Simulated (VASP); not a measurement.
# LaIr5 (P6/mmm) in VASP: notebook

Runs on LaIr5. Level: LDA. Tasks: single point.

Everything below comes from runs of VASP 6.6.1. Logs are shortened: lines on timing, memory, paths and dates and some standing lists are left out, and cuts for length are marked.

## 1. The cell of the first run

It takes space group P6/mmm (No. 191, hexagonal). The conventional cell has a = 5.385 Å, b = 5.385 Å, c = 4.213 Å, α = 90.00°, β = 90.00°, γ = 120.00°. Within 4.3 Å of La (site symmetry 6/mmm) lie 18 Ir at 3.11 to 3.42 Å and 2 La at 4.21 Å. Ir (site symmetry mmm) has 8 Ir at 2.62 to 2.69 Å and 4 La at 3.42 Å within 3.5 Å. Ir (site symmetry -6m2) has 9 Ir at 2.62 to 3.11 Å and 3 La at 3.11 Å within 3.5 Å.

## 2. Single point, LDA

Input file INCAR:

```
ALGO = Normal
EDIFF = 1E-6
ENCUT = 560
GGA_COMPAT = False
ISIF = 2
ISMEAR = -1
LASPH = True
LCHARG = False
LMAXMIX = 6
LREAL = False
LWAVE = False
NBANDS = 57
NELM = 200
PREC = Accurate
SIGMA = 0.1
```

Input file KPOINTS:

```
k-points
0
Gamma
  5 5 6
```

Input file POSCAR:

```
LaIr5
1.0
    5.3850000000      0.0000000000      0.0000000000
   -2.6925000000      4.6635470000      0.0000000000
    0.0000000000      0.0000000000      4.2130000000
La Ir
1 5
Direct
    0.0000000000      0.0000000000      0.0000000000
    0.5000000000      0.0000000000      0.5000000000
    0.5000000000      0.5000000000      0.5000000000
    0.0000000000      0.5000000000      0.5000000000
    0.3333333333      0.6666666667      0.0000000000
    0.6666666667      0.3333333333      0.0000000000
```

Potentials or basis: VASP PAW LDA potentials, release 64 (La, Ir_sv_GW).

The run is started by

```console
$ cat potpaw_LDA.64/La/POTCAR potpaw_LDA.64/Ir_sv_GW/POTCAR > POTCAR
$ mpirun -np 1 vasp_std > vasp.out
```

OUTCAR:

```text
EDIFF = 1E-6
   ENCUT = 560
   ISIF = 2
   ISMEAR = -1
   LASPH = True
   LREAL = False
   NELM = 200
   PREC = Accurate

 ion  position               nearest neighbor table
   1  0.000  0.000  0.000-   5 3.11   6 3.11   6 3.11   5 3.11   6 3.11   5 3.11   2 3.42   2 3.42
                             2 3.42   2 3.42   4 3.42   4 3.42   4 3.42   3 3.42   3 3.42   4 3.42
   2  0.500  0.000  0.500-   5 2.62   6 2.62   5 2.62   6 2.62   3 2.69   4 2.69   3 2.69   4 2.69
                             1 3.42   1 3.42   1 3.42   1 3.42
   3  0.500  0.500  0.500-   5 2.62   6 2.62   5 2.62   6 2.62   4 2.69   4 2.69   2 2.69   2 2.69
                             1 3.42   1 3.42   1 3.42   1 3.42
   4  0.000  0.500  0.500-   5 2.62   6 2.62   5 2.62   6 2.62   3 2.69   3 2.69   2 2.69   2 2.69
                             1 3.42   1 3.42   1 3.42   1 3.42
   5  0.333  0.667  0.000-   4 2.62   4 2.62   3 2.62   3 2.62   2 2.62   2 2.62   1 3.11   6 3.11
                             1 3.11   6 3.11   6 3.11   1 3.11
   6  0.667  0.333  0.000-   4 2.62   4 2.62   3 2.62   3 2.62   2 2.62   2 2.62   5 3.11   1 3.11
                             1 3.11   5 3.11   5 3.11   1 3.11

  LATTYP: Found a hexagonal cell.
 ALAT       =     5.3850000000
 C/A-ratio  =     0.7823584030

  Lattice vectors:

 A1 = (   5.3850000000,   0.0000000000,   0.0000000000)
 A2 = (  -2.6925000000,   4.6635470000,   0.0000000000)
 A3 = (   0.0000000000,   0.0000000000,   4.2130000000)

Analysis of symmetry for initial positions (statically):
=====================================================================
 Subroutine PRICEL returns:
 Original cell was already a primitive cell.

 Routine SETGRP: Setting up the symmetry group for a
 hexagonal supercell.

 Subroutine GETGRP returns: Found 24 space group operations
 (whereof 24 operations were pure point group operations)
 out of a pool of 24 trial point group operations.

The static configuration has the point symmetry D_6h.

Analysis of symmetry for dynamics (positions and initial velocities):
=====================================================================
 Subroutine PRICEL returns:
 Original cell was already a primitive cell.

 Routine SETGRP: Setting up the symmetry group for a
 hexagonal supercell.

 Subroutine GETGRP returns: Found 24 space group operations
 (whereof 24 operations were pure point group operations)
 out of a pool of 24 trial point group operations.

The dynamic configuration has the point symmetry D_6h.

 Subroutine INISYM returns: Found 24 space group operations
 (whereof 24 operations are pure point group operations),
 and found     1 'primitive' translations

----------------------------------------------------------------------------------------

                                     Primitive cell

  volume of cell :     105.8019

  direct lattice vectors                    reciprocal lattice vectors
     5.385000000  0.000000000  0.000000000     0.185701021  0.107214530  0.000000000
    -2.692500000  4.663547000  0.000000000     0.000000000  0.214429060  0.000000000
     0.000000000  0.000000000  4.213000000     0.000000000  0.000000000  0.237360551

  length of vectors
     5.385000000  5.385000174  4.213000000     0.214429067  0.214429060  0.237360551

  position of ions in fractional coordinates (direct lattice)
     0.000000000  0.000000000  0.000000000
     0.500000000  0.000000000  0.500000000
     0.500000000  0.500000000  0.500000000
     1.000000000  0.500000000  0.500000000
     0.333333333  0.666666667  0.000000000
     0.666666667  0.333333333  0.000000000

  ion indices of the primitive-cell ions
   primitive index   ion index
                 1           1
                 2           2
                 3           3
                 4           4
                 5           5
                 6           6

----------------------------------------------------------------------------------------

 KPOINTS: k-points

Automatic generation of k-mesh.
 Grid dimensions read from file:
[... 46 lines left out ...]
 non-spin polarized calculation
  energy-cutoff  :      560.00
  volume of cell :      105.80
 maximum number of plane-waves:      3202
 NGX is ok and might be reduce to    42
   NGX = 21   NGY = 21   NGZ = 17

 number of electron      96.0000001 magnetization

 Free energy of the ion-electron system (eV)
  ---------------------------------------------------
  ext. energy  EPLUGINS =         0.00000000
  ---------------------------------------------------
  free energy    TOTEN  =       -61.53191569 eV

  energy without entropy =      -61.32019126  energy(sigma->0) =      -61.42605347

 E-fermi :  10.3917     XC(G=0): -13.2376

 val. band max:       10.3814549156   @ k =   0.2000   0.0000   0.5000
 cond. band min:      10.4213667129   @ k =   0.0000   0.0000   0.5000
 fundamental gap:      0.0399117973
 Fermi energy:        10.3916747292

 k-point     1 :       0.0000    0.0000    0.0000
  band No.  band energies     occupation
      1     -81.4272      2.00000
      2     -81.3823      2.00000
      3     -81.3823      2.00000
      4     -81.1342      2.00000
      5     -81.1307      2.00000
      6     -38.9891      2.00000
[... 49 lines left out ...]
     56      13.5695      0.00000
     57      13.7649      0.00000

 k-point     2 :       0.2000    0.0000    0.0000
  band No.  band energies     occupation
      1     -81.4234      2.00000
      2     -81.3863      2.00000
      3     -81.3824      2.00000
      4     -81.1336      2.00000
      5     -81.1310      2.00000
      6     -38.9502      2.00000
[... 49 lines left out ...]
     56      13.5184      0.00000
     57      13.6538      0.00000

 k-point     3 :       0.4000   -0.0000    0.0000
  band No.  band energies     occupation
      1     -81.4149      2.00000
      2     -81.3952      2.00000
      3     -81.3822      2.00000
      4     -81.1328      2.00000
      5     -81.1315      2.00000
      6     -38.8953      2.00000
[... 954 lines left out ...]
      1     -81.4114      2.00000
      2     -81.3913      2.00000
      3     -81.3824      2.00000
      4     -81.1373      2.00000
      5     -81.1348      2.00000
      6     -39.0611      2.00000
[... 49 lines left out ...]
     56      13.3263      0.00000
     57      13.4985      0.00000

 k-point    20 :       0.4000    0.2000    0.5000
  band No.  band energies     occupation
      1     -81.4050      2.00000
      2     -81.3974      2.00000
      3     -81.3823      2.00000
      4     -81.1364      2.00000
      5     -81.1353      2.00000
      6     -38.9679      2.00000
[... 49 lines left out ...]
     56      13.4902      0.00000
     57      13.4956      0.00000

------------------------ aborting loop because EDIFF is reached ----------------------------------------

  FORCE on cell =-STRESS in cart. coord.  units (eV):
  Direction    XX          YY          ZZ          XY          YZ          ZX
  --------------------------------------------------------------------------------------
  -------------------------------------------------------------------------------------
  Total       -5.3780490     -5.3780495     -0.4135614      0.0000000     -0.0000000      0.0000000
  in kB      -81.4407595    -81.4407665     -6.2626342      0.0000000     -0.0000000      0.0000000
  external PRESSURE =     -56.3813868 kB  Pullay stress =       0.0000000 kB

 VOLUME and BASIS-vectors are now :
 -----------------------------------------------------------------------------
  energy-cutoff  :      560.00
  volume of cell :      105.80
      direct lattice vectors                 reciprocal lattice vectors
     5.385000000  0.000000000  0.000000000     0.185701021  0.107214530  0.000000000
    -2.692500000  4.663547000  0.000000000     0.000000000  0.214429060  0.000000000
     0.000000000  0.000000000  4.213000000     0.000000000  0.000000000  0.237360551

 POSITION                                       TOTAL-FORCE (eV/Angst)
 -----------------------------------------------------------------------------------
      0.00000      0.00000      0.00000        -0.000000      0.000000      0.000000
      2.69250      0.00000      2.10650        -0.000000      0.000000      0.000000
      1.34625      2.33177      2.10650        -0.000000      0.000000      0.000000
     -1.34625      2.33177      2.10650        -0.000000      0.000000      0.000000
     -0.00000      3.10903      0.00000        -0.000000      0.000000      0.000000
      2.69250      1.55452      0.00000         0.000000     -0.000000      0.000000
 -----------------------------------------------------------------------------------
    total drift:                               -0.000000     -0.000000      0.000000

  FREE ENERGIE OF THE ION-ELECTRON SYSTEM (eV)
  ---------------------------------------------------
  free  energy   TOTEN  =       -61.5319156905 eV

  energy  without entropy=      -61.3201912555  energy(sigma->0) =      -61.42605347
```

Run time: 4.5 min. Hardware: 1 thread of Intel Xeon 6975P-C (Granite Rapids), shared host; peak memory 0.28 GiB.

Results:

```yaml
Free_energy: -61.5319 eV
Pressure: -5.6 GPa
Band_gap_on_the_k_mesh: zero (bands 48 and 49 overlap by 1.10 eV)
```

Stress tensor (GPa, compression positive):
```
-8.14  0.00  0.00
 0.00 -8.14  0.00
 0.00  0.00 -0.63
```

Caveat: the stress differs along the axes, from -8 to -1 GPa; spin-orbit coupling is left out, which moves the levels of the heavy elements.

## 3. Single point, LDA

This run uses another cell than the first one, of 19.04 Å³/atom.

Input file INCAR:

```
SYSTEM = LaIr5
  PREC = Accurate
  ENCUT = 560
  EDIFF = 1E-6
  ISMEAR = -1
  SIGMA = 0.1
  LREAL = .False.
  LASPH = .True.
  NELM = 200
  ALGO = Normal
  ISIF = 2
  LWAVE = .False.
  LCHARG = .False.
  NBANDS = 57
  GGA_COMPAT = .False.
  LMAXMIX = 6
```

Input file KPOINTS:

```
regular mesh
0
Gamma
  5 5 6
  0 0 0
```

POSCAR: that of step 2 with these lines changed.

```diff
@@ -2,5 +2,5 @@
 1.0
-    5.3850000000      0.0000000000      0.0000000000
-   -2.6925000000      4.6635470000      0.0000000000
-    0.0000000000      0.0000000000      4.2130000000
+    5.5249322837      0.0000000000      0.0000000000
+   -2.7624661419      4.7847319177      0.0000000000
+    0.0000000000      0.0000000000      4.3224771980
 La Ir
```

Potentials or basis: VASP PAW LDA potentials, release 64 (La, Ir_sv_GW).

The run is started by

```console
$ cat potpaw_LDA.64/La/POTCAR potpaw_LDA.64/Ir_sv_GW/POTCAR > POTCAR
$ mpirun -np 1 vasp_std > vasp.out
```

It took 9.7 min on 1 thread of Intel Xeon Platinum 8375C at 2.90GHz (Ice Lake), shared host; peak memory 0.32 GiB.

The run converged. Its results:

| Property | Result |
| --- | --- |
| Free energy | -60.8722 eV |
| Pressure | -20.5 GPa |
| Band gap on the k mesh | zero (bands 48 and 49 overlap by 1.02 eV) |

Stress tensor (GPa, compression positive):
```
-21.42   0.00   0.00
  0.00 -21.42   0.00
  0.00   0.00 -18.79
```

Levels at points of the mesh, in eV from the Fermi level:
| k point | band 44 | band 45 | band 46 | band 47 | band 48 | band 49 | band 50 | band 51 | band 52 | band 53 |
| --- | --- | --- | --- | --- | --- | --- | --- | --- | --- | --- |
| (0.00, 0.00, 0.00) | -0.74 | -0.66 | -0.13 | -0.13 | 0.69 | 1.70 | 1.71 | 1.99 | 1.99 | 2.22 |
| (0.00, 0.00, 0.50) | -0.53 | -0.53 | 0.02 | 0.43 | 0.43 | 0.44 | 0.44 | 1.06 | 1.45 | 1.45 |

Caveat: the cell stands under tension; spin-orbit coupling is left out, which moves the levels of the heavy elements.

## 4. Single point, LDA

This run uses another cell than the first one, of 18.10 Å³/atom.

Input file INCAR:

```
SYSTEM = LaIr5
PREC = Accurate ; ENCUT = 560
EDIFF = 1E-6 ; ISMEAR = -1
SIGMA = 0.1 ; LREAL = .False.
LASPH = .True. ; NELM = 200
ALGO = Normal ; ISIF = 2
LWAVE = .False. ; LCHARG = .False.
GGA = CA ; NBANDS = 57
GGA_COMPAT = .False. ; LMAXMIX = 6
```

Input file KPOINTS:

```
Automatic mesh
0
Gamma
  5 5 6
  0 0 0
```

POSCAR: that of step 3 with these lines changed.

```diff
@@ -2,5 +2,5 @@
 1.0
-    5.5249322837      0.0000000000      0.0000000000
-   -2.7624661419      4.7847319177      0.0000000000
-    0.0000000000      0.0000000000      4.3224771980
+    5.4324473787      0.0000000000      0.0000000000
+   -2.7162236894      4.7046376371      0.0000000000
+    0.0000000000      0.0000000000      4.2501208554
 La Ir
```

The run is started by

```console
$ cat potpaw_LDA.64/La/POTCAR potpaw_LDA.64/Ir_sv_GW/POTCAR > POTCAR
$ mpirun -np 1 vasp_std > vasp.out
```

It took 8 min on 1 thread of Intel Xeon Platinum 8559C (Emerald Rapids), shared host; peak memory 0.27 GiB.

Results (log left out):

```yaml
Free_energy: -61.4027 eV
Pressure: -11.3 GPa
Band_gap_on_the_k_mesh: zero (bands 48 and 49 overlap by 1.07 eV)
```

Stress tensor (GPa, compression positive):
```
-13.14   0.00   0.00
  0.00 -13.14   0.00
  0.00   0.00  -7.54
```

Levels at points of the mesh, in eV from the Fermi level:
```tsv
k point	band 46	band 47	band 48	band 49	band 50	band 51
(0.00, 0.00, 0.00)	-0.14	-0.14	0.74	1.78	1.86	2.18
(0.00, 0.00, 0.50)	0.03	0.38	0.38	0.47	0.47	1.11
```

Caveat: the stress differs along the axes, from -13 to -8 GPa; spin-orbit coupling is left out, which moves the levels of the heavy elements.

## 5. Single point, LDA

This run uses another cell than the first one, of 17.16 Å³/atom.

Input file INCAR:

```
SYSTEM = LaIr5
PREC     = Accurate       ! precision mode
ENCUT    = 560            ! plane-wave cutoff, eV
EDIFF    = 1E-6           ! SCF threshold, eV
ISMEAR   = -1             ! smearing method
SIGMA    = 0.1            ! smearing width, eV
LREAL    = .FALSE.        ! projectors in reciprocal space
LASPH    = .TRUE.         ! aspherical terms in the spheres
NELM     = 200            ! most SCF steps
ALGO     = Normal         ! electronic algorithm
ISIF     = 2              ! what is computed and relaxed
LWAVE    = .FALSE.        ! write WAVECAR
LCHARG   = .TRUE.         ! write CHGCAR
GGA      = CA             ! functional
LELF     = .TRUE.         ! ELF
LVHAR    = .TRUE.       
NBANDS   = 57             ! bands
GGA_COMPAT= .FALSE.      
LMAXMIX  = 6              ! l up to which the mixer works
```

Input file KPOINTS:

```
Automatic mesh
0
G
  5 5 6
  0 0 0
```

POSCAR: that of step 4 with these lines changed.

```diff
@@ -2,5 +2,5 @@
 1.0
-    5.4324473787      0.0000000000      0.0000000000
-   -2.7162236894      4.7046376371      0.0000000000
-    0.0000000000      0.0000000000      4.2501208554
+    5.3367014341      0.0000000000      0.0000000000
+   -2.6683507171      4.6217192132      0.0000000000
+    0.0000000000      0.0000000000      4.1752132111
 La Ir
```

The run is started by

```console
$ cat potpaw_LDA.64/La/POTCAR potpaw_LDA.64/Ir_sv_GW/POTCAR > POTCAR
$ mpirun -np 1 vasp_std > vasp.out
```

Run time: 4.7 min. Hardware: 1 thread of Intel Xeon 6975P-C (Granite Rapids), shared host; peak memory 0.27 GiB.

It converged, with:

```
Free energy            : -61.5495 eV
Pressure               : 1.3 GPa
Band gap on the k mesh : zero (bands 48 and 49 overlap by 1.13 eV)
```

Stress tensor (GPa, compression positive):
```
-1.94  0.00  0.00
 0.00 -1.94  0.00
 0.00  0.00  7.72
```

Levels at points of the mesh, in eV from the Fermi level:
| k point | band 44 | band 45 | band 46 | band 47 | band 48 | band 49 | band 50 | band 51 | band 52 | band 53 |
| --- | --- | --- | --- | --- | --- | --- | --- | --- | --- | --- |
| (0.00, 0.00, 0.00) | -0.88 | -0.77 | -0.15 | -0.15 | 0.79 | 1.87 | 2.05 | 2.39 | 2.39 | 2.40 |
| (0.00, 0.00, 0.50) | -0.63 | -0.63 | 0.03 | 0.30 | 0.30 | 0.53 | 0.53 | 1.19 | 1.41 | 1.41 |

Caveat: the stress differs along the axes, from -2 to 8 GPa; spin-orbit coupling is left out, which moves the levels of the heavy elements.

## 6. Single point, LDA

This run uses another cell than the first one, of 16.22 Å³/atom.

Input file INCAR:

```
SYSTEM = LaIr5
PREC = Accurate
ENCUT = 560
EDIFF = 1E-6
ISMEAR = -1
SIGMA = 0.1
LREAL = .False.
LASPH = .True.
NELM = 200
ALGO = Normal
ISIF = 2
LWAVE = .False.
LCHARG = .False.
NBANDS = 57
GGA_COMPAT = .False.
LMAXMIX = 6
```

Input file KPOINTS:

```
Automatic mesh
0
Gamma
  5 5 6
  0 0 0
```

POSCAR: that of step 5 with these lines changed.

```diff
@@ -2,5 +2,5 @@
 1.0
-    5.3367014341      0.0000000000      0.0000000000
-   -2.6683507171      4.6217192132      0.0000000000
-    0.0000000000      0.0000000000      4.1752132111
+    5.2373908292      0.0000000000      0.0000000000
+   -2.6186954146      4.5357137027      0.0000000000
+    0.0000000000      0.0000000000      4.0975167249
 La Ir
```

Potentials or basis: VASP PAW LDA potentials, release 64 (La, Ir_sv_GW).

The run is started by

```console
$ cat potpaw_LDA.64/La/POTCAR potpaw_LDA.64/Ir_sv_GW/POTCAR > POTCAR
$ mpirun -np 1 vasp_std > vasp.out
```

Wall time 9.3 min (1 thread of AMD EPYC 7R43 (Zen 3), shared host); peak memory 0.22 GiB.

It converged, with:

| Property | Result |
| --- | --- |
| Free energy | -61.1698 eV |
| Pressure | 18.6 GPa |
| Band gap on the k mesh | zero (bands 48 and 49 overlap by 1.18 eV) |

Stress tensor (GPa, compression positive):
```
13.61  0.00  0.00
 0.00 13.61  0.00
 0.00  0.00 28.70
```

Levels at points of the mesh, in eV from the Fermi level:
```csv
k point,band 44,band 45,band 46,band 47,band 48,band 49,band 50,band 51,band 52,band 53
"(0.00, 0.00, 0.00)",-0.98,-0.83,-0.16,-0.16,0.84,1.99,2.27,2.48,2.48,2.63
"(0.00, 0.00, 0.50)",-0.69,-0.69,0.03,0.21,0.21,0.58,0.58,1.31,1.38,1.38
```

Caveat: the stress differs along the axes, from 14 to 29 GPa; spin-orbit coupling is left out, which moves the levels of the heavy elements.

## 7. Summary

| cell | gap on the mesh (eV) | pressure (GPa) |
| --- | --- | --- |
| a = 5.385, b = 5.385, c = 4.213 Å, angles 90.0, 90.0, 120.0°, 6 atoms | none | -5.6 |
| a = 5.525, b = 5.525, c = 4.322 Å, angles 90.0, 90.0, 120.0°, 6 atoms | none | -20.5 |
| a = 5.432, b = 5.432, c = 4.250 Å, angles 90.0, 90.0, 120.0°, 6 atoms | none | -11.3 |
| a = 5.337, b = 5.337, c = 4.175 Å, angles 90.0, 90.0, 120.0°, 6 atoms | none | 1.3 |
| a = 5.237, b = 5.237, c = 4.098 Å, angles 90.0, 90.0, 120.0°, 6 atoms | none | 18.6 |

Alike in all rows: task single point; level LDA; potentials or basis VASP PAW LDA potentials, release 64 (La, Ir_sv_GW); no spin polarisation; k mesh 5 × 5 × 6; cutoff (eV) 560; smearing fermi-dirac 0.1 eV.

Caveats: spin-orbit coupling is left out, which moves the levels of the heavy elements; the stress differs along the axes, from -8 to -1 GPa (at least some runs); the cell stands under tension (at least some runs); the stress differs along the axes, from -13 to -8 GPa (at least some runs); the stress differs along the axes, from -2 to 8 GPa (at least some runs); the stress differs along the axes, from 14 to 29 GPa (at least some runs).

Absolute energies hang on the potentials; compare differences alone.

The gap in the log of VASP goes by the Fermi energy; the results here count the filled bands.